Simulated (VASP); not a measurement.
# Mg16O16F (a cell with a defect) in VASP: notebook, part 2 of 2

VASP 6.6.1. The steps go on from the part before.

## 3. Single point, PBE

File INCAR:

```
PREC = Accurate
ENCUT = 520
EDIFF = 1E-6
ISMEAR = -1
SIGMA = 0.01
LREAL = Auto
LASPH = T
NELM = 60
ALGO = Normal
ISIF = 2
LWAVE = F
LCHARG = F
GGA = PE
NELECT = 136.0
NBANDS = 90
```

File KPOINTS:

```
Automatic mesh
0
Gamma
  2 2 2
  0.5 0.5 0.5
```

File POSCAR:

```
Mg16O16F
1.0
   -4.2543812300      4.2543812300      4.2543812300
    4.2543812300     -4.2543812300      4.2543812300
    4.2543812300      4.2543812300     -4.2543812300
Mg O F
16 16 1
Direct
    0.0033186000      0.0034525800      0.0026579300
   -0.0061278500      0.2470620900      0.7494255500
   -0.0062129700      0.4987224900      0.4977975200
    0.0034211600      0.7519930200      0.2542779000
    0.2469339200     -0.0060083500      0.7493858700
    0.2404071100      0.2405131100      0.4910818700
    0.2469307800      0.4986875000      0.2445646200
    0.2453307100      0.7502916100      0.0009883600
    0.4985541800     -0.0061392800      0.4977805400
    0.4985220900      0.2470388900      0.2444993000
    0.4987162900      0.4988908800      0.0079129500
    0.4984925200      0.7572569700      0.7495093900
    0.7518700000      0.0036409500      0.2543697700
    0.7501683100      0.2455359600      0.0010001200
    0.7569381800      0.4984315500      0.7492888100
    0.7500866400      0.7502038300      0.4962230400
    0.0030905500      0.0032374400      0.5079566800
    0.0030186100      0.2571868300      0.2538765700
   -0.0059204500      0.4986891700      0.0033533000
   -0.0059957300      0.7526063700      0.7494112300
    0.2569805600      0.0031276900      0.2538397700
    0.2445815000      0.2447308100     -0.0090731300
    0.1994126800      0.4987228400      0.7493952300
    0.2446070600      0.7403305900      0.4954887700
    0.4985193000     -0.0057193100      0.0033474300
    0.4985870000      0.1996231100      0.7493348100
    0.4983765600      0.4984624400      0.4500424600
    0.4985291600      0.7526667700      0.2449851900
    0.7524585800     -0.0058156900      0.7494113000
    0.7401480900      0.2447072200      0.4954300200
    0.7525252800      0.4987127600      0.2449700100
    0.7978441600      0.7980895900      0.0489284800
    0.4988476400      0.4990596600      0.7495897500
```

Potentials or basis: VASP PAW PBE potentials, release 64 (Mg, O, F).

On the command line:

```bash
> cat potpaw_PBE.64/Mg/POTCAR potpaw_PBE.64/O/POTCAR potpaw_PBE.64/F/POTCAR > POTCAR
> mpirun -np 1 vasp_std > vasp.out
```

It took 2.8 min on 1 thread of Intel Xeon 6975P-C (Granite Rapids), shared host; peak memory 0.44 GiB.

Results (log left out):

```yaml
Free_energy: -186.0273 eV
Largest_force: 0.021 eV/Å
```

Forces on the atoms (eV/Å):
```
Mg   0.001  0.000  0.003
Mg   0.004 -0.004 -0.003
Mg   0.003 -0.003 -0.002
Mg   0.001  0.004  0.000
Mg  -0.001  0.003 -0.002
Mg   0.003  0.002  0.000
Mg  -0.001 -0.002  0.001
Mg   0.003 -0.002 -0.002
Mg  -0.002  0.001 -0.001
Mg  -0.001  0.000  0.001
Mg  -0.003 -0.004  0.001
Mg  -0.005  0.003 -0.002
Mg   0.003  0.000  0.000
Mg  -0.002  0.001 -0.002
Mg   0.007 -0.004 -0.001
Mg   0.000 -0.002  0.002
O   -0.006 -0.005 -0.015
O   -0.003 -0.015 -0.004
O   -0.006  0.019  0.005
O   -0.006  0.006  0.019
O   -0.016 -0.002 -0.004
O    0.006  0.006 -0.016
O   -0.012  0.011  0.010
O    0.004 -0.017  0.005
O    0.017 -0.005  0.005
O    0.010 -0.011  0.008
O    0.012  0.011 -0.010
O    0.016  0.004 -0.003
O    0.004 -0.004  0.019
O   -0.018  0.005  0.005
O    0.003  0.017 -0.004
O   -0.014 -0.012 -0.010
F   -0.002  0.000 -0.004
```

Levels at points of the mesh, in eV from the Fermi level:
| k point | band 66 | band 67 | band 68 | band 69 | band 70 | band 71 |
| --- | --- | --- | --- | --- | --- | --- |
| (0.25, 0.25, 0.25) | -0.42 | -0.42 | -0.41 | 5.96 | 5.96 | 5.96 |

Caveat: the cell carries a net charge on a neutralising background, which shifts energy and pressure; the cell is charged against a uniform background, so pressure and absolute levels hang on convention.

## 4. Relaxation of the atoms, PBE

File INCAR:

```
SYSTEM = Mg16O16F
PREC = Accurate
ENCUT = 520
EDIFF = 1E-7
ISMEAR = -1
SIGMA = 0.01
LREAL = Auto
LASPH = .True.
NELM = 80
ALGO = Normal
ISIF = 2
LWAVE = .False.
LCHARG = .False.
GGA = PE
IBRION = 2
NSW = 90
EDIFFG = -0.02
NELECT = 136.0
```

File KPOINTS:

```
Automatic mesh
0
Gamma
  1 1 1
  0.25 0.25 0.25
```

File POSCAR:

```
Mg16O16F
1.0
   -4.2543812300      4.2543812300      4.2543812300
    4.2543812300     -4.2543812300      4.2543812300
    4.2543812300      4.2543812300     -4.2543812300
Mg O F
16 16 1
Direct
    0.0000000000      0.0000000000      0.0000000000
    0.0000000000      0.2500000000      0.7500000000
    0.0000000000      0.5000000000      0.5000000000
    0.0000000000      0.7500000000      0.2500000000
    0.2500000000      0.0000000000      0.7500000000
    0.2500000000      0.2500000000      0.5000000000
    0.2500000000      0.5000000000      0.2500000000
    0.2500000000      0.7500000000      0.0000000000
    0.5000000000      0.0000000000      0.5000000000
    0.5000000000      0.2500000000      0.2500000000
    0.5000000000      0.5000000000      0.0000000000
    0.5000000000      0.7500000000      0.7500000000
    0.7500000000      0.0000000000      0.2500000000
    0.7500000000      0.2500000000      0.0000000000
    0.7500000000      0.5000000000      0.7500000000
    0.7500000000      0.7500000000      0.5000000000
    0.0000000000      0.0000000000      0.5000000000
    0.0000000000      0.2500000000      0.2500000000
    0.0000000000      0.5000000000      0.0000000000
    0.0000000000      0.7500000000      0.7500000000
    0.2500000000      0.0000000000      0.2500000000
    0.2500000000      0.2500000000      0.0000000000
    0.2500000000      0.5000000000      0.7500000000
    0.2500000000      0.7500000000      0.5000000000
    0.5000000000      0.0000000000      0.0000000000
    0.5000000000      0.2500000000      0.7500000000
    0.5000000000      0.5000000000      0.5000000000
    0.5000000000      0.7500000000      0.2500000000
    0.7500000000      0.0000000000      0.7500000000
    0.7500000000      0.2500000000      0.5000000000
    0.7500000000      0.5000000000      0.2500000000
    0.7500000000      0.7500000000      0.0000000000
    0.7500000000      0.7500000000      0.7500000000
```

On the command line:

```bash
> cat potpaw_PBE.64/Mg/POTCAR potpaw_PBE.64/O/POTCAR potpaw_PBE.64/F/POTCAR > POTCAR
> mpirun -np 1 vasp_std > vasp.out
```

Wall time 7.3 min (1 thread of Intel Xeon 6975P-C (Granite Rapids), shared host); peak memory 0.47 GiB.

The run converged. Its results:

```yaml
Free_energy: -185.9491 eV
Energy_gained_by_relaxing: 165.5 meV/atom
Ionic_steps: 11
Largest_force_after_relaxing: 0.010 eV/Å
```

Forces in eV/Å, atoms in the order of the input:
```
Mg   0.006  0.006  0.006
Mg   0.001 -0.001  0.003
Mg  -0.003  0.001  0.001
Mg   0.001  0.003 -0.001
Mg  -0.001  0.001  0.003
Mg  -0.001 -0.001 -0.003
Mg  -0.001 -0.003 -0.001
Mg  -0.001  0.003  0.001
Mg   0.001 -0.003  0.001
Mg  -0.003 -0.001 -0.001
Mg   0.001  0.001 -0.003
Mg   0.006 -0.006 -0.006
Mg   0.003  0.001 -0.001
Mg   0.003 -0.001  0.001
Mg  -0.006  0.006 -0.006
Mg  -0.006 -0.006  0.006
O    0.000  0.000  0.000
O    0.000  0.000  0.000
O    0.000  0.000  0.000
O    0.003 -0.003 -0.003
O    0.000  0.000  0.000
O    0.000  0.000  0.000
O    0.000  0.000  0.000
O    0.000  0.000  0.000
O    0.000  0.000  0.000
O    0.000  0.000  0.000
O    0.003  0.003  0.003
O    0.000  0.000  0.000
O   -0.003  0.003 -0.003
O    0.000  0.000  0.000
O    0.000  0.000  0.000
O   -0.003 -0.003  0.003
F    0.000  0.000  0.000
```

The path:
```
step  energy change (eV)  largest force (eV/Å)  pressure (GPa)
   1              0.0000                8.6037           15.50
   2             -4.5807                2.0834           13.92
   3             -5.0432                1.1255           12.77
   4             -5.3934                0.3813           12.22
   5             -5.4039                0.4465           12.17
   6             -5.4550                0.1320           12.27
   7             -5.4574                0.0784           12.31
   8             -5.4603                0.0337           12.28
   9             -5.4609                0.0268           12.26
  10             -5.4609                0.0273           12.26
  11             -5.4612                0.0097           12.27
```

Final structure:
```
CELL_PARAMETERS angstrom
-4.25438 4.25438 4.25438
4.25438 -4.25438 4.25438
4.25438 4.25438 -4.25438
ATOMIC_POSITIONS crystal
Mg 0.00844 0.00844 0.00844
Mg 0.00160 0.25476 0.75000
Mg 0.00317 0.49840 0.49840
Mg 0.00160 0.75000 0.25476
Mg 0.25476 0.00160 0.75000
Mg 0.24524 0.24524 0.49683
Mg 0.24524 0.49683 0.24524
Mg 0.25476 0.75000 0.00160
Mg 0.49840 0.00317 0.49840
Mg 0.49683 0.24524 0.24524
Mg 0.49840 0.49840 0.00317
Mg 0.49156 0.75000 0.75000
Mg 0.75000 0.00160 0.25476
Mg 0.75000 0.25476 0.00160
Mg 0.75000 0.49156 0.75000
Mg 0.75000 0.75000 0.49156
O 0.00402 0.00402 0.50830
O 0.99170 0.24572 0.24572
O 0.00402 0.50830 0.00402
O 0.04911 0.75000 0.75000
O 0.24572 0.99170 0.24572
O 0.24572 0.24572 0.99170
O 0.25428 0.49598 0.75000
O 0.25428 0.75000 0.49598
O 0.50830 0.00402 0.00402
O 0.49598 0.25428 0.75000
O 0.45089 0.45089 0.45089
O 0.49598 0.75000 0.25428
O 0.75000 0.04911 0.75000
O 0.75000 0.25428 0.49598
O 0.75000 0.49598 0.25428
O 0.75000 0.75000 0.04911
F 0.75000 0.75000 0.75000
```

Levels at points of the mesh, in eV from the Fermi level:
| k point | band 64 | band 65 | band 66 | band 67 | band 68 | band 69 | band 70 | band 71 | band 72 | band 73 |
| --- | --- | --- | --- | --- | --- | --- | --- | --- | --- | --- |
| (0.25, 0.25, 0.25) | -1.05 | -1.05 | -0.33 | -0.33 | -0.33 | 6.05 | 6.05 | 6.05 | 6.34 | 8.42 |

Caveat: the k points lie up to 1.04 Å⁻¹ apart, too coarse for converged energies, forces and pressures; the cell carries a net charge on a neutralising background, which shifts energy and pressure; the cell is charged against a uniform background, so pressure and absolute levels hang on convention.
